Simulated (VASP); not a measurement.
Wanted: the native input for a VASP 6.6.1 run.

```yaml
Task: single point
Functional: r2SCAN
Potentials_or_basis: VASP PAW PBE potentials, release 64 (B, As_d)
Cutoff: 620 eV
k_mesh: 10 × 10 × 10
Occupations: gaussian, width 0.01 eV
Spin: no spin polarisation
Dipole_correction: no
Further_INCAR_settings: ALGO = Normal; EDIFF = 1e-06; NBANDS = 16
```

BAs:

```
B As
1.0
     0.00000    2.46362    2.46362
     2.46362    0.00000    2.46362
     2.46362    2.46362    0.00000
B As
1 1
Direct
  0.00000 0.00000 0.00000
  0.25000 0.25000 0.25000
```

This cell differs from its parent crystal: strain +3.0%.

The input as run:

POSCAR

```
BAs
1.0
    0.0000000000      2.4636236322      2.4636236322
    2.4636236322      0.0000000000      2.4636236322
    2.4636236322      2.4636236322      0.0000000000
B As
1 1
Direct
    0.0000000000      0.0000000000      0.0000000000
    0.2500000000      0.2500000000      0.2500000000
```

INCAR.step1

```
SYSTEM = BAs
ALGO     = Normal         ! electronic algorithm
EDIFF    = 1E-5           ! SCF threshold, eV
ENCUT    = 620            ! plane-wave cutoff, eV
GGA      = PE             ! functional
GGA_COMPAT= .FALSE.      
ISMEAR   = 0              ! smearing method
LASPH    = .TRUE.         ! aspherical terms in the spheres
LCHARG   = .FALSE.        ! write CHGCAR
LREAL    = .FALSE.        ! projectors in reciprocal space
LWAVE    = .TRUE.         ! write WAVECAR
NBANDS   = 16             ! bands
NELM     = 120            ! most SCF steps
PREC     = Accurate       ! precision mode
SIGMA    = 0.01           ! smearing width, eV
```

INCAR.step2

```
SYSTEM = BAs
ALGO     = Normal         ! electronic algorithm
EDIFF    = 1E-6           ! SCF threshold, eV
ENCUT    = 620            ! plane-wave cutoff, eV
GGA_COMPAT= .FALSE.      
ISIF     = 2              ! what is computed and relaxed
ISMEAR   = 0              ! smearing method
ISTART   = 1            
LASPH    = .TRUE.         ! aspherical terms in the spheres
LCHARG   = .FALSE.        ! write CHGCAR
LMIXTAU  = .TRUE.       
LREAL    = .FALSE.        ! projectors in reciprocal space
LWAVE    = .FALSE.        ! write WAVECAR
METAGGA  = R2SCAN         ! meta-GGA
NBANDS   = 16             ! bands
NELM     = 120            ! most SCF steps
PREC     = Accurate       ! precision mode
SIGMA    = 0.01           ! smearing width, eV
```

KPOINTS

```
k-points
0
G
  10 10 10
  0 0 0
```

Potentials or basis: VASP PAW PBE potentials, release 64 (B, As_d).

Launch:

```sh
$ cat potpaw_PBE.64/B/POTCAR potpaw_PBE.64/As_d/POTCAR > POTCAR
$ cp INCAR.step1 INCAR
$ mpirun -np 1 vasp_std > vasp.out
$ cp INCAR.step2 INCAR
$ mpirun -np 1 vasp_std > vasp.out
```

Results of the run:

```yaml
Pressure: -10.3 GPa
Band_gap_on_the_k_mesh: 1.46 eV (least direct gap 3.33 eV)
```

Caveat: the cell differs from its parent crystal (strain +3.0%); the cell stands under tension; the PAW data sets were made with another functional, which shifts forces and pressure a little.

It took 3.2 min on 1 thread of AMD EPYC 7571, with other jobs on the host, peak memory 0.15 GiB.
